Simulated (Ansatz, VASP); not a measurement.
**Si5Ge in VASP and in Ansatz**

```xyz
6
Lattice="1.8739 -6.5229 0.0000 1.8739 6.5229 0.0000 0.0000 0.0000 3.7711" Properties=species:S:1:pos:R:3 pbc="T T T"
Si    1.8739    2.2701    0.0000
Si    1.8739   -2.2701    0.0000
Si    1.8739    0.0000    1.8856
Si    1.8739   -4.2666    1.8856
Si    1.8739    4.2666    1.8856
Ge    0.0000    0.0000    0.0000
```

Change from the starting cell: species swapped into the HfPd5 type (Cmmm, No. 65).

Alike in both runs: functional PBE; k mesh 4 × 4 × 4; occupations gaussian, width 0.1 eV; no spin polarisation.

Ansatz relaxed the structure, and its values are those at the end. VASP's run is a single point on that final structure, the one shown.

|  | VASP | Ansatz |
| --- | --- | --- |
| version | VASP 6.6.1 | Ansatz 0.2.0 |
| potentials or method | VASP PAW PBE potentials, release 64 (Si, Ge_d), cutoff 520 eV | scalar-relativistic, plane waves, PAW |
| valence electrons in the cell | 34 | 34 |

```csv
,VASP,Ansatz,Ansatz less VASP
gap on the k mesh at the Fermi level (eV),none,none,-
pressure (GPa),0.1,0.1,+0.02
rms of the force components (eV/Å),0.005,0.005,+0.0005
```

A gap of «none» marks a metal or a gap that the smearing closes. The functional is the same, so the differences come from potentials, cutoffs and numerics.

The k mesh is coarse, so the values compare programs but aren't converged.
